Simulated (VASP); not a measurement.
# CsAs3 (Pm-3m) in VASP: further runs

CsAs3 is run at these levels: PBE; tasks: single point, relaxation of cell and atoms.

Program: VASP 6.6.1. These are calculated values, not measurements. Logs are shortened: lines on timing, memory, paths and dates and some standing lists are left out, and cuts for length are marked.

**1. The cell of the first run**

Symmetry: Pm-3m, No. 221, cubic system. The conventional cell has a = 4.713 Å, b = 4.713 Å, c = 4.713 Å, α = 90.00°, β = 90.00°, γ = 90.00°. Within 4.4 Å of Cs (site symmetry m-3m) lie 12 As at 3.33 Å. Within 4.4 Å of As (site symmetry 4/mmm) lie 4 Cs at 3.33 Å and 8 As at 3.33 Å.

**2. Single point, PBE**

INCAR reads:

```
PREC     = Accurate       # precision mode
ENCUT    = 520            # plane-wave cutoff, eV
EDIFF    = 1E-6           # SCF threshold, eV
ISMEAR   = 0              # smearing method
SIGMA    = 0.1            # smearing width, eV
LREAL    = F              # projectors in reciprocal space
LASPH    = T              # aspherical terms in the spheres
NELM     = 80             # most SCF steps
ALGO     = Normal         # electronic algorithm
ISIF     = 2              # what is computed and relaxed
LWAVE    = F              # write WAVECAR
LCHARG   = F              # write CHGCAR
GGA      = PE             # functional
NBANDS   = 20             # bands
```

KPOINTS reads:

```
regular mesh
0
Gamma
  10 10 10
```

POSCAR reads:

```
CsAs3
1.0
    4.7133781124      0.0000000000      0.0000000000
    0.0000000000      4.7133781124      0.0000000000
    0.0000000000      0.0000000000      4.7133781124
Cs As
1 3
Direct
    0.0000000000      0.0000000000      0.0000000000
    0.0000000000      0.5000000000      0.5000000000
    0.5000000000      0.0000000000      0.5000000000
    0.5000000000      0.5000000000      0.0000000000
```

Potentials or basis: VASP PAW PBE potentials, release 64 (Cs_sv, As).

Run with:

```sh
> cat potpaw_PBE.64/Cs_sv/POTCAR potpaw_PBE.64/As/POTCAR > POTCAR
> mpirun -np 1 vasp_std > vasp.out
```

OUTCAR:

```text
PREC = Accurate
   ENCUT = 520
   EDIFF = 1E-6
   ISMEAR = 0
   LREAL = F
   LASPH = T
   NELM = 80
   ISIF = 2
   GGA = PE

 ion  position               nearest neighbor table
   1  0.000  0.000  0.000-
   2  0.000  0.500  0.500-
   3  0.500  0.000  0.500-
   4  0.500  0.500  0.000-

  LATTYP: Found a simple cubic cell.
 ALAT       =     4.7133781124

  Lattice vectors:

 A1 = (   4.7133781124,   0.0000000000,   0.0000000000)
 A2 = (   0.0000000000,   4.7133781124,   0.0000000000)
 A3 = (   0.0000000000,   0.0000000000,   4.7133781124)

Analysis of symmetry for initial positions (statically):
=====================================================================
 Subroutine PRICEL returns:
 Original cell was already a primitive cell.

 Routine SETGRP: Setting up the symmetry group for a
 simple cubic supercell.

 Subroutine GETGRP returns: Found 48 space group operations
 (whereof 48 operations were pure point group operations)
 out of a pool of 48 trial point group operations.

The static configuration has the point symmetry O_h .

Analysis of symmetry for dynamics (positions and initial velocities):
=====================================================================
 Subroutine PRICEL returns:
 Original cell was already a primitive cell.

 Routine SETGRP: Setting up the symmetry group for a
 simple cubic supercell.

 Subroutine GETGRP returns: Found 48 space group operations
 (whereof 48 operations were pure point group operations)
 out of a pool of 48 trial point group operations.

The dynamic configuration has the point symmetry O_h .

 Subroutine INISYM returns: Found 48 space group operations
 (whereof 48 operations are pure point group operations),
 and found     1 'primitive' translations

----------------------------------------------------------------------------------------

                                     Primitive cell

  volume of cell :     104.7121

  direct lattice vectors                    reciprocal lattice vectors
     4.713378112  0.000000000  0.000000000     0.212162058  0.000000000  0.000000000
     0.000000000  4.713378112  0.000000000     0.000000000  0.212162058  0.000000000
     0.000000000  0.000000000  4.713378112     0.000000000  0.000000000  0.212162058
[... 78 lines left out ...]
 SYSTEM =  unknown system
   PREC   = accura    normal or accurate (medium, high low for compatibility)
   ISTART =      0    job   : 0-new  1-cont  2-samecut
   ICHARG =      2    charge: 1-file 2-atom 10-const
   ISPIN  =      1    spin polarized calculation?
   LNONCOLLINEAR =      F non collinear calculations
   LSORBIT =      F    spin-orbit coupling
   LASPH  =      T    aspherical Exc in radial PAW
   ENCUT  =  520.0 eV  38.22 Ry    6.18 a.u.   8.76  8.76  8.76*2*pi/ulx,y,z
   NELM   =     80;   NELMIN=  2; NELMDL= -5     # of ELM steps
   EDIFF  = 0.1E-05   stopping-criterion for ELM
   LREAL  =      F    real-space projection
   EDIFFG = 0.1E-04   stopping-criterion for IOM
   NSW    =      0    number of steps for IOM
   IBRION =     -1    ionic relax: 0-MD 1-quasi-New 2-CG
   NFREE  =      0    steps in history (QN), initial steepest desc. (CG)
   ISIF   =      2    stress and relaxation
   ISYM   =      2    0-nonsym 1-usesym 2-fastsym
   POTIM  = 0.5000    time-step for ionic-motion
   TEBEG  =    0.0;   TEEND  =   0.0 temperature during run
   PSTRESS=    0.0 pullay stress
   NELECT =      24.0000    total number of electrons
   NUPDOWN=      -1.0000    fix difference up-down
   EMIN   =  10.00;   EMAX   =-10.00  energy-range for DOS
   EFERMI =   0.00;   METHOD = LEGACY
   ISMEAR =     0;   SIGMA  =   0.10  broadening in eV -4-tet -1-fermi 0-gaus
   EFERMI_NEDOS =   21; number of points for ismear=-14 and -15
   IALGO  =     38    algorithm
   IMIX   =      4    mixing-type and parameters
     AMIX     =   0.40;   BMIX     =  1.00
     AMIX_MAG =   1.60;   BMIX_MAG =  1.00
  volume/ion in A,a.u.               =      26.18       176.66
  Fermi-wavevector in a.u.,A,eV,Ry     =   1.001874  1.893267 13.656859  1.003751
  Thomas-Fermi vector in A             =   2.134324
   LORBIT       =      0    0 simple, 1 ext, 2 COOP (PROOUT), +10 PAW based schemes
   GGA     = PE    functional components
   LHFCALC =     F    Hartree Fock is set to
   AEXX    =    0.0000 exact exchange contribution
   IVDW    =     0    specifies the selected vdW correction
   LEPSILON=     F    determine dielectric tensor
   LRPA    =     F    only Hartree local field effects (RPA)
 non-spin polarized calculation
 Gauss-broadening in eV      SIGMA  =   0.10
  energy-cutoff  :      520.00
  volume of cell :      104.71
 maximum number of plane-waves:      2872
 NGX is ok and might be reduce to    36
   NGX = 17   NGY = 17   NGZ = 17

 number of electron      23.9999992 magnetization

 Free energy of the ion-electron system (eV)
  ---------------------------------------------------
  ext. energy  EPLUGINS =         0.00000000
  ---------------------------------------------------
  free energy    TOTEN  =       -12.47580021 eV

  energy without entropy =      -12.46068546  energy(sigma->0) =      -12.46824283

 E-fermi :   3.5257     XC(G=0):  -9.7730

 val. band max:        3.5150617389   @ k =   0.4000   0.3000   0.0000
 cond. band min:       3.5357534604   @ k =   0.5000   0.3000   0.0000
 fundamental gap:      0.0206917214
 Fermi energy:         3.5257146739

 k-point     1 :       0.0000    0.0000    0.0000
  band No.  band energies     occupation
      1     -17.0915      2.00000
      2      -8.0653      2.00000
      3      -5.3430      2.00000
      4      -5.3430      2.00000
      5      -4.3743      2.00000
      6      -4.3743      2.00000
[... 541 lines left out ...]
     19       9.3386      0.00000
     20       9.8076      0.00000

 [... further k-points ...]
[... 5 lines left out ...]
  --------------------------------------------------------------------------------------
  -------------------------------------------------------------------------------------
  Total        0.0806467      0.0806467      0.0806467     -0.0000000     -0.0000000      0.0000000
  in kB        1.2339582      1.2339582      1.2339582     -0.0000000     -0.0000000      0.0000000
  external PRESSURE =       1.2339582 kB  Pullay stress =       0.0000000 kB

 VOLUME and BASIS-vectors are now :
 -----------------------------------------------------------------------------
  energy-cutoff  :      520.00
  volume of cell :      104.71
      direct lattice vectors                 reciprocal lattice vectors
     4.713378112  0.000000000  0.000000000     0.212162058  0.000000000  0.000000000
     0.000000000  4.713378112  0.000000000     0.000000000  0.212162058  0.000000000
     0.000000000  0.000000000  4.713378112     0.000000000  0.000000000  0.212162058

 POSITION                                       TOTAL-FORCE (eV/Angst)
 -----------------------------------------------------------------------------------
      0.00000      0.00000      0.00000         0.000000      0.000000      0.000000
      0.00000      2.35669      2.35669         0.000000      0.000000      0.000000
      2.35669      0.00000      2.35669         0.000000      0.000000      0.000000
      2.35669      2.35669      0.00000         0.000000      0.000000      0.000000
 -----------------------------------------------------------------------------------
    total drift:                                0.000000      0.000000      0.000000

  FREE ENERGIE OF THE ION-ELECTRON SYSTEM (eV)
  ---------------------------------------------------
  free  energy   TOTEN  =       -12.4758002051 eV

  energy  without entropy=      -12.4606854574  energy(sigma->0) =      -12.46824283
```

OSZICAR:

```text
N       E                     dE             d eps       ncg     rms          rms(c)
DAV:   1     0.103984470701E+03    0.10398E+03   -0.10000E+04  2240   0.103E+03
DAV:   2    -0.426552671150E+01   -0.10825E+03   -0.10525E+03  3060   0.157E+02
DAV:   3    -0.124662701080E+02   -0.82007E+01   -0.81071E+01  2708   0.439E+01
DAV:   4    -0.125458242638E+02   -0.79554E-01   -0.79497E-01  2700   0.488E+00
DAV:   5    -0.125462262906E+02   -0.40203E-03   -0.40201E-03  2620   0.368E-01    0.198E+00
DAV:   6    -0.124894053780E+02    0.56821E-01   -0.67916E-02  2596   0.101E+00    0.109E+00
DAV:   7    -0.124754153243E+02    0.13990E-01   -0.71558E-02  2552   0.104E+00    0.137E-01
DAV:   8    -0.124756704108E+02   -0.25509E-03   -0.37315E-03  2580   0.315E-01    0.769E-02
DAV:   9    -0.124758119648E+02   -0.14155E-03   -0.59876E-04  2648   0.128E-01    0.313E-02
DAV:  10    -0.124758076070E+02    0.43578E-05   -0.32756E-05  2604   0.325E-02    0.238E-02
DAV:  11    -0.124758009118E+02    0.66952E-05   -0.21437E-05  2664   0.222E-02    0.647E-03
DAV:  12    -0.124758002051E+02    0.70662E-06   -0.37886E-06  2496   0.948E-03
   1 F= -.12475800E+02 E0= -.12468243E+02  d E =-.151147E-01
```

Wall time 3.9 min (1 thread of AMD EPYC 7R13, shared host); peak memory 0.24 GiB.

What came out:

```yaml
Free_energy: -12.4758 eV
Pressure: 0.1 GPa
Band_gap_on_the_k_mesh: zero (band 12 reaches 6.18 eV, above the bottom of band 13 at 3.18 eV)
```

Caveat: spin-orbit coupling is left out, which moves the levels of the heavy elements.

[end of part 1 of 2]
